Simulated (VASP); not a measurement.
# Ga3Se (Pm-3m) in VASP: notebook, part 2 of 2

VASP 6.6.1.

### Step 3. Single point, PBE

This run uses another cell than the first one, of 16.39 Å³/atom.

INCAR reads:

```
SYSTEM = Ga3Se
ALGO     = Normal         ! electronic algorithm
EDIFF    = 1E-6           ! SCF threshold, eV
ENCUT    = 520            ! plane-wave cutoff, eV
GGA      = PE             ! functional
ISIF     = 2              ! what is computed and relaxed
ISMEAR   = -1             ! smearing method
LASPH    = .TRUE.         ! aspherical terms in the spheres
LCHARG   = .TRUE.         ! write CHGCAR
LELF     = .TRUE.         ! ELF
LREAL    = .FALSE.        ! projectors in reciprocal space
LVHAR    = .TRUE.       
LWAVE    = .FALSE.        ! write WAVECAR
NBANDS   = 30             ! bands
NELM     = 60             ! most SCF steps
PREC     = Accurate       ! precision mode
SIGMA    = 0.05           ! smearing width, eV
```

KPOINTS reads:

```
k-points
0
G
  6 6 6
  0 0 0
```

POSCAR reads:

```
Ga3Se
1.0
    4.0323896500      0.0000000000      0.0000000000
    0.0000000000      4.0323896500      0.0000000000
    0.0000000000      0.0000000000      4.0323896500
Se Ga
1 3
Direct
    0.0000000000      0.0000000000      0.0000000000
    0.5000000000      0.5000000000      0.0000000000
    0.5000000000      0.0000000000      0.5000000000
    0.0000000000      0.5000000000      0.5000000000
```

Potentials or basis: VASP PAW PBE potentials, release 64 (Se, Ga_d).

Run with:

```console
> cat potpaw_PBE.64/Se/POTCAR potpaw_PBE.64/Ga_d/POTCAR > POTCAR
> mpirun -np 1 vasp_std > vasp.out
```

OUTCAR:

```text
SYSTEM = Ga3Se
   EDIFF = 1E-6
   ENCUT = 520
   GGA = PE
   ISIF = 2
   ISMEAR = -1
   LASPH = .TRUE.
   LREAL = .FALSE.
   NELM = 60
   PREC = Accurate

 ion  position               nearest neighbor table
   1  0.000  0.000  0.000-   2 2.85   3 2.85   4 2.85   3 2.85   4 2.85   2 2.85   4 2.85   4 2.85
                             2 2.85   3 2.85   3 2.85   2 2.85
   2  0.500  0.500  0.000-   1 2.85   3 2.85   4 2.85   3 2.85   4 2.85   1 2.85   3 2.85   3 2.85
                             1 2.85   4 2.85   4 2.85   1 2.85
   3  0.500  0.000  0.500-   1 2.85   2 2.85   4 2.85   1 2.85   2 2.85   2 2.85   4 2.85   2 2.85
                             1 2.85   4 2.85   1 2.85   4 2.85
   4  0.000  0.500  0.500-   1 2.85   2 2.85   3 2.85   1 2.85   2 2.85   1 2.85   3 2.85   1 2.85
                             2 2.85   3 2.85   2 2.85   3 2.85

  LATTYP: Found a simple cubic cell.
 ALAT       =     4.0323896500

  Lattice vectors:

 A1 = (   4.0323896500,   0.0000000000,   0.0000000000)
 A2 = (   0.0000000000,   4.0323896500,   0.0000000000)
 A3 = (   0.0000000000,   0.0000000000,   4.0323896500)

Analysis of symmetry for initial positions (statically):
=====================================================================
 Subroutine PRICEL returns:
 Original cell was already a primitive cell.

 Routine SETGRP: Setting up the symmetry group for a
 simple cubic supercell.

 Subroutine GETGRP returns: Found 48 space group operations
 (whereof 48 operations were pure point group operations)
 out of a pool of 48 trial point group operations.

The static configuration has the point symmetry O_h .

Analysis of symmetry for dynamics (positions and initial velocities):
=====================================================================
 Subroutine PRICEL returns:
 Original cell was already a primitive cell.

[... 121 lines left out ...]
   ISMEAR =    -1;   SIGMA  =   0.05  broadening in eV -4-tet -1-fermi 0-gaus
   EFERMI_NEDOS =   21; number of points for ismear=-14 and -15
   IALGO  =     38    algorithm
   IMIX   =      4    mixing-type and parameters
     AMIX     =   0.40;   BMIX     =  1.00
     AMIX_MAG =   1.60;   BMIX_MAG =  1.00
  volume/ion in A,a.u.               =      16.39       110.62
  Fermi-wavevector in a.u.,A,eV,Ry     =   1.444053  2.728865 28.372086  2.085289
  Thomas-Fermi vector in A             =   2.562391
   LORBIT       =      0    0 simple, 1 ext, 2 COOP (PROOUT), +10 PAW based schemes
   GGA     = PE    functional components
   LHFCALC =     F    Hartree Fock is set to
   AEXX    =    0.0000 exact exchange contribution
   IVDW    =     0    specifies the selected vdW correction
   LEPSILON=     F    determine dielectric tensor
   LRPA    =     F    only Hartree local field effects (RPA)
 non-spin polarized calculation
  energy-cutoff  :      520.00
  volume of cell :       65.57
 maximum number of plane-waves:      1791
 NGX is ok and might be reduce to    30
   NGX = 15   NGY = 15   NGZ = 15

 number of electron      45.0000035 magnetization

 Free energy of the ion-electron system (eV)
  ---------------------------------------------------
  ext. energy  EPLUGINS =         0.00000000
  ---------------------------------------------------
  free energy    TOTEN  =       -11.41746170 eV

  energy without entropy =      -11.40285786  energy(sigma->0) =      -11.41015978

 E-fermi :   7.5600     XC(G=0): -11.6790

 val. band max:        7.5018430644   @ k =   0.3333   0.3333   0.0000
 cond. band min:       7.6592842660   @ k =   0.3333   0.1667   0.1667
 fundamental gap:      0.1574412016
 Fermi energy:         7.5599585566

 k-point     1 :       0.0000    0.0000    0.0000
  band No.  band energies     occupation
      1      -8.2568      2.00000
      2      -7.7859      2.00000
      3      -7.7859      2.00000
      4      -7.7859      2.00000
      5      -7.6936      2.00000
      6      -7.6936      2.00000
[... 649 lines left out ...]
     29      18.3750      0.00000
     30      18.4999      0.00000

------------------------ aborting loop because EDIFF is reached ----------------------------------------

  FORCE on cell =-STRESS in cart. coord.  units (eV):
  Direction    XX          YY          ZZ          XY          YZ          ZX
  --------------------------------------------------------------------------------------
  -------------------------------------------------------------------------------------
  Total        8.2810803      8.2810803      8.2810803     -0.0000000     -0.0000000      0.0000000
  in kB      202.3532122    202.3532122    202.3532122     -0.0000000     -0.0000000      0.0000000
  external PRESSURE =     202.3532122 kB  Pullay stress =       0.0000000 kB

 VOLUME and BASIS-vectors are now :
 -----------------------------------------------------------------------------
  energy-cutoff  :      520.00
  volume of cell :       65.57
      direct lattice vectors                 reciprocal lattice vectors
     4.032389650  0.000000000  0.000000000     0.247991907  0.000000000  0.000000000
     0.000000000  4.032389650  0.000000000     0.000000000  0.247991907  0.000000000
     0.000000000  0.000000000  4.032389650     0.000000000  0.000000000  0.247991907

 POSITION                                       TOTAL-FORCE (eV/Angst)
 -----------------------------------------------------------------------------------
      0.00000      0.00000      0.00000         0.000000      0.000000      0.000000
      2.01619      2.01619      0.00000         0.000000      0.000000      0.000000
      2.01619      0.00000      2.01619         0.000000      0.000000      0.000000
      0.00000      2.01619      2.01619         0.000000      0.000000      0.000000
 -----------------------------------------------------------------------------------
    total drift:                                0.000000      0.000000     -0.000000

  FREE ENERGIE OF THE ION-ELECTRON SYSTEM (eV)
  ---------------------------------------------------
  free  energy   TOTEN  =       -11.4174617042 eV

  energy  without entropy=      -11.4028578598  energy(sigma->0) =      -11.41015978
```

OSZICAR:

```text
N       E                     dE             d eps       ncg     rms          rms(c)
DAV:   1     0.318960627087E+03    0.31896E+03   -0.21331E+04  1246   0.270E+03
DAV:   2     0.274837440402E+02   -0.29148E+03   -0.28283E+03  1238   0.536E+02
DAV:   3    -0.101596680798E+02   -0.37643E+02   -0.36524E+02  1378   0.141E+02
DAV:   4    -0.114804231239E+02   -0.13208E+01   -0.13112E+01  1404   0.280E+01
DAV:   5    -0.115126722281E+02   -0.32249E-01   -0.32219E-01  1404   0.432E+00    0.523E+00
DAV:   6    -0.114391444239E+02    0.73528E-01   -0.13028E-01  1614   0.615E+00    0.311E+00
DAV:   7    -0.114176916391E+02    0.21453E-01   -0.50377E-02  1552   0.247E+00    0.440E-01
DAV:   8    -0.114174396160E+02    0.25202E-03   -0.10173E-02  1480   0.126E+00    0.860E-02
DAV:   9    -0.114174664807E+02   -0.26865E-04   -0.90022E-04  1452   0.233E-01    0.854E-02
DAV:  10    -0.114174604526E+02    0.60281E-05   -0.72016E-05  1452   0.852E-02    0.271E-02
DAV:  11    -0.114174618294E+02   -0.13768E-05   -0.80805E-06  1546   0.230E-02    0.632E-03
DAV:  12    -0.114174617042E+02    0.12519E-06   -0.44698E-07   908   0.532E-03
   1 F= -.11417462E+02 E0= -.11410160E+02  d E =-.146038E-01
```

stdout:

```text
POSCAR found type information on POSCAR SeGa
 POSCAR found :  2 types and       4 ions
 scaLAPACK will be used
 LDA part: xc-table for (Slater+PW92), standard interpolation
 POSCAR, INCAR and KPOINTS ok, starting setup
 FFT: planning ... GRIDC
 FFT: planning ... GRID_SOFT
 FFT: planning ... GRID
 WAVECAR not read
 entering main loop
```

It took 17 s on 1 thread of Intel Xeon 6975P-C (Granite Rapids), shared host; peak memory 0.18 GiB.

What came out:

```
Free energy            : -11.4175 eV
Pressure               : 20.2 GPa
Band gap on the k mesh : zero (an odd number of electrons rules out a gap without spin polarisation)
```

Levels at points of the mesh, in eV from the Fermi level:
```
           k point  band 21  band 22  band 23  band 24  band 25  band 26
(0.00, 0.00, 0.00)    -2.59    -2.59     1.95     1.95     1.95     5.10
(0.50, 0.00, 0.00)    -1.37    -1.18    -0.91    -0.91     0.48     5.13
(0.50, 0.50, 0.00)    -1.12    -0.13    -0.13     1.36     1.36     1.94
(0.50, 0.50, 0.50)    -5.51    -5.51    -4.86     5.39     5.39     5.39
```

Caveat: the cell stands under pressure.

The gap in the log of VASP goes by the Fermi energy; the results here count the filled bands.